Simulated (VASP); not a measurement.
# TaN (P6_3/mmc) in VASP: a series of runs, part 3 of 3

VASP 6.6.1.

**5. Electric field gradients, PBEsol (zz strain of +3 %)**

INCAR

```
SYSTEM = TaN
PREC     = Accurate       ! precision mode
ENCUT    = 520            ! plane-wave cutoff, eV
EDIFF    = 1E-8           ! SCF threshold, eV
ISMEAR   = -1             ! smearing method
SIGMA    = 0.01           ! smearing width, eV
LREAL    = .FALSE.        ! projectors in reciprocal space
LASPH    = .TRUE.         ! aspherical terms in the spheres
NELM     = 120            ! most SCF steps
ALGO     = Normal         ! electronic algorithm
ISIF     = 2              ! what is computed and relaxed
LWAVE    = .FALSE.        ! write WAVECAR
LCHARG   = .FALSE.        ! write CHGCAR
GGA      = PS             ! functional
LEFG     = .TRUE.       
NBANDS   = 24             ! bands
GGA_COMPAT= .FALSE.
```

KPOINTS

```
regular mesh
0
G
  9 9 5
  0 0 0
```

POSCAR

```
TaN
1.0
    3.0480019786      0.0000000000      0.0000000000
   -1.5240009893      2.6396471442      0.0000000000
    0.0000000000      0.0000000000      5.0655400000
Ta N
2 2
Direct
    0.0000000000      0.0000000000      0.0000000000
    0.0000000000      0.0000000000      0.5000000000
    0.3333333333      0.6666666667      0.2500000000
    0.6666666667      0.3333333333      0.7500000000
```

Potentials or basis: VASP PAW PBE potentials, release 64 (Ta_pv, N).

Command:

```
cat potpaw_PBE.64/Ta_pv/POTCAR potpaw_PBE.64/N/POTCAR > POTCAR
mpirun -np 1 vasp_std > vasp.out
```

OUTCAR:

```text
SYSTEM = TaN
   PREC = Accurate
   ENCUT = 520
   EDIFF = 1E-8
   ISMEAR = -1
   LREAL = .FALSE.
   LASPH = .TRUE.
   NELM = 120
   ISIF = 2
   GGA = PS

 ion  position               nearest neighbor table
   1  0.000  0.000  0.000-   3 2.17   4 2.17   3 2.17   4 2.17   4 2.17   3 2.17   2 2.53   2 2.53

   2  0.000  0.000  0.500-   3 2.17   4 2.17   3 2.17   4 2.17   4 2.17   3 2.17   1 2.53   1 2.53

   3  0.333  0.667  0.250-   1 2.17   2 2.17   1 2.17   2 2.17   1 2.17   2 2.17
   4  0.667  0.333  0.750-   1 2.17   2 2.17   1 2.17   2 2.17   1 2.17   2 2.17

  LATTYP: Found a hexagonal cell.
 ALAT       =     3.0480019786
 C/A-ratio  =     1.6619214933

  Lattice vectors:

 A1 = (   3.0480019786,   0.0000000000,   0.0000000000)
 A2 = (  -1.5240009893,   2.6396471442,   0.0000000000)
 A3 = (   0.0000000000,   0.0000000000,   5.0655400000)

Analysis of symmetry for initial positions (statically):
=====================================================================
 Subroutine PRICEL returns:
 Original cell was already a primitive cell.

 Routine SETGRP: Setting up the symmetry group for a
 hexagonal supercell.

 Subroutine GETGRP returns: Found 24 space group operations
 (whereof 12 operations were pure point group operations)
 out of a pool of 24 trial point group operations.

The static configuration has the point symmetry D_3d.
 The point group associated with its full space group is D_6h.

Analysis of symmetry for dynamics (positions and initial velocities):
[... 174 lines left out ...]
      2     -25.8604      2.00000
      3     -25.8604      2.00000
      4     -25.5705      2.00000
      5     -25.5705      2.00000
      6     -24.9587      2.00000
[... 637 lines left out ...]
     23      16.6127      0.00000
     24      16.6127      0.00000

 [... further k-points ...]
[... 5 lines left out ...]
  --------------------------------------------------------------------------------------
  -------------------------------------------------------------------------------------
  Total        1.7881155      1.7881155     20.7999530      0.0000000      0.0000000      0.0000000
  in kB       70.2941668     70.2941668    817.6850674      0.0000000      0.0000000      0.0000000
  external PRESSURE =     319.4244670 kB  Pullay stress =       0.0000000 kB

 VOLUME and BASIS-vectors are now :
 -----------------------------------------------------------------------------
  energy-cutoff  :      520.00
  volume of cell :       40.76
      direct lattice vectors                 reciprocal lattice vectors
     3.048001979  0.000000000  0.000000000     0.328083777  0.189419257  0.000000000
    -1.524000989  2.639647144  0.000000000     0.000000000  0.378838513  0.000000000
     0.000000000  0.000000000  5.065540000     0.000000000  0.000000000  0.197412319

 POSITION                                       TOTAL-FORCE (eV/Angst)
 -----------------------------------------------------------------------------------
      0.00000      0.00000      0.00000        -0.000000      0.000000      0.000000
      0.00000      0.00000      2.53277        -0.000000      0.000000      0.000000
     -0.00000      1.75976      1.26639         0.000000     -0.000000      0.000000
      1.52400      0.87988      3.79916        -0.000000      0.000000      0.000000
 -----------------------------------------------------------------------------------
    total drift:                               -0.000000      0.000000      0.000000

  FREE ENERGIE OF THE ION-ELECTRON SYSTEM (eV)
  ---------------------------------------------------
  free  energy   TOTEN  =       -45.0138704807 eV

  energy  without entropy=      -45.0131473246  energy(sigma->0) =      -45.01350890

 Electric field gradients (V/A^2)
---------------------------------------------------------------------
 ion       V_xx      V_yy      V_zz      V_xy      V_xz      V_yz
---------------------------------------------------------------------
   1      96.198    96.197  -192.395    -0.000    -0.000     0.000
   2      96.198    96.197  -192.395    -0.000     0.000    -0.000
   3      -1.657    -1.656     3.314     0.001     0.000    -0.000
   4      -1.657    -1.656     3.314     0.001     0.000     0.000
---------------------------------------------------------------------

 Electric field gradients after diagonalization (V/A^2)
 (convention: |V_zz| > |V_xx| > |V_yy|)
----------------------------------------------------------------------
 ion       V_xx      V_yy      V_zz     asymmetry (V_yy - V_xx)/ V_zz
----------------------------------------------------------------------
   1      96.198    96.197  -192.395       0.000
   2      96.198    96.197  -192.395       0.000
   3      -1.657    -1.656     3.314       0.000
   4      -1.657    -1.656     3.314       0.000
----------------------------------------------------------------------

           NMR quadrupolar parameters

 Cq : quadrupolar parameter    Cq=e*Q*V_zz/h
 eta: asymmetry parameters     (V_yy - V_xx)/ V_zz
 Q  : nuclear electric quadrupole moment in mb (millibarn)
----------------------------------------------------------------------
 ion       Cq(MHz)       eta       Q (mb)
----------------------------------------------------------------------
   1      -0.465       0.000       1.000
   2      -0.465       0.000       1.000
   3       0.008       0.000       1.000
   4       0.008       0.000       1.000
----------------------------------------------------------------------
```

It took 33 s on 1 thread of Intel Xeon Platinum 8259CL at 2.50GHz (Skylake/Cascade Lake), shared host; peak memory 0.17 GiB.

Results:

```yaml
Free_energy: -45.0139 eV
Pressure: 31.9 GPa
Band_gap_on_the_k_mesh: zero (band 16 reaches 9.89 eV, above the bottom of band 17 at 7.86 eV)
```

Stress tensor (GPa, compression positive):
```
 7.03  0.00  0.00
 0.00  7.03  0.00
 0.00  0.00 81.77
```

Levels at points of the mesh, in eV from the Fermi level:
| k point | band 14 | band 15 | band 16 | band 17 | band 18 | band 19 |
| --- | --- | --- | --- | --- | --- | --- |
| (0.00, 0.00, 0.00) | -3.39 | -3.39 | -1.43 | -1.43 | -0.58 | -0.58 |

Electric field gradients, principal values (V/Å²):
```csv
atom,least,middle,greatest (by size)
1 Ta,96.197,96.198,-192.395
2 Ta,96.197,96.198,-192.395
3 N,-1.656,-1.657,3.314
4 N,-1.656,-1.657,3.314
```

Caveat: the cell differs from its parent crystal (zz strain of +3 %); without QUAD_EFG the Cq values of the log hold for a quadrupole moment of 1 mb, not for the nuclei; the PAW data sets were made with another functional, which shifts forces and pressure a little; spin-orbit coupling is left out, which moves the levels of the heavy elements.
